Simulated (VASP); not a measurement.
Here is a VASP 6.6.1 calculation.

The input INCAR:

```
PREC = Accurate ; ENCUT = 600
EDIFF = 1E-6 ; ISMEAR = 0
SIGMA = 0.01 ; LREAL = False
LASPH = True ; NELM = 120
ALGO = Normal ; ISIF = 2
LWAVE = False ; LCHARG = True
GGA = PS ; IVDW = 12
LELF = True ; LVHAR = True
NBANDS = 11 ; GGA_COMPAT = False
```

The input KPOINTS:

```
regular mesh
0
Gamma
  8 8 6
```

File POSCAR:

```
BN
1.0
    2.5080410000      0.0000000000      0.0000000000
   -1.2467110000      2.1762310000      0.0000000000
   -0.6306650000     -1.0881160000      3.0225400000
B N
1 1
Direct
    0.9796430000      0.9834990000      0.0018060000
    0.6685060000      0.3323850000      0.9849990000
```

Potentials or basis: VASP PAW PBE potentials, release 64 (B, N).

The run is started by

```sh
$ cat potpaw_PBE.64/B/POTCAR potpaw_PBE.64/N/POTCAR > POTCAR
$ mpirun -np 1 vasp_std > vasp.out
```

**Question.** What does it give for the pressure?

**Answer.** -0.4 GPa.

**Question.** What does it give for the dispersion energy per atom?

**Answer.** -0.110 eV.

**Question.** Predict the band gap on the k mesh.

**Answer.** 2.66 eV, indirect (least direct gap 4.45 eV).

Stress tensor (GPa, compression positive):
```
-8.26 -5.24  0.55
-5.24  4.25  1.19
 0.55  1.19  2.75
```

Caveat: three body term missing; the PAW data sets were made with another functional, which shifts forces and pressure a little. A k mesh can miss the band edges.
